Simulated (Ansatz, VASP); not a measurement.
# One calculation of TePb, two programs

```
Pb Te
1.0
     0.00000    3.26784    3.26784
     3.26784    0.00000    3.26784
     3.26784    3.26784    0.00000
Pb Te
1 1
Direct
  0.00000 0.00000 0.00000
  0.50000 0.50000 0.50000
```

Alike in both runs: task single point; functional PBE; dispersion D3(BJ); k mesh 6 × 6 × 6; no spin polarisation.

|  | VASP | Ansatz |
| --- | --- | --- |
| version | VASP 6.6.1 | Ansatz 0.2.0 |
| potentials or method | VASP PAW PBE potentials, release 64 (Pb_d, Te) | plane waves |
| plane-wave cutoff (eV) | 520 | 420 |
| occupations | gaussian, width 0.01 eV | fixed |
| valence electrons in the cell | 20 | 30 |

```csv
,VASP,Ansatz,Ansatz less VASP
gap on the k mesh at the Fermi level (eV),0.80,0.80,-0.005
pressure (GPa),-1.2,-1.2,+0.06
```

VASP's potentials hold 20 valence electrons a cell and Ansatz's 30, so a difference there can come from the potentials and not from the codes.

Spin-orbit coupling is off throughout.
